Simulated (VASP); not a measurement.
Input of a VASP 6.6.1 run:

Contents of INCAR:

```
  ALGO = Normal
  EDIFF = 1E-6
  ENCUT = 520
  GGA = RP
  ISIF = 2
  ISMEAR = -1
  IVDW = 13
  LASPH = True
  LCHARG = True
  LELF = True
  LREAL = False
  LVHAR = True
  LWAVE = False
  NBANDS = 8
  NELM = 60
  PREC = Accurate
  SIGMA = 0.05
```

KPOINTS

```
k-points
0
Gamma
  11 11 11
```

Contents of POSCAR:

```
Al
1.0
    0.0000000000      1.9834914931      1.9834914931
    1.9834914931      0.0000000000      1.9834914931
    1.9834914931      1.9834914931      0.0000000000
Al
1
Direct
    0.0000000000      0.0000000000      0.0000000000
```

Potentials or basis: VASP PAW PBE potentials, release 64 (Al).

Launch:

```sh
$ cat potpaw_PBE.64/Al/POTCAR > POTCAR
$ mpirun -np 1 vasp_std > vasp.out
```

(1) What does it give for the pressure?

(2) Predict the dispersion energy per atom.

## Answers

(1) -0.2 GPa.

(2) -0.694 eV.

Caveat: the PAW data sets were made with another functional, which shifts forces and pressure a little; pairwise dispersion overbinds metals, which lowers pressure and volume.
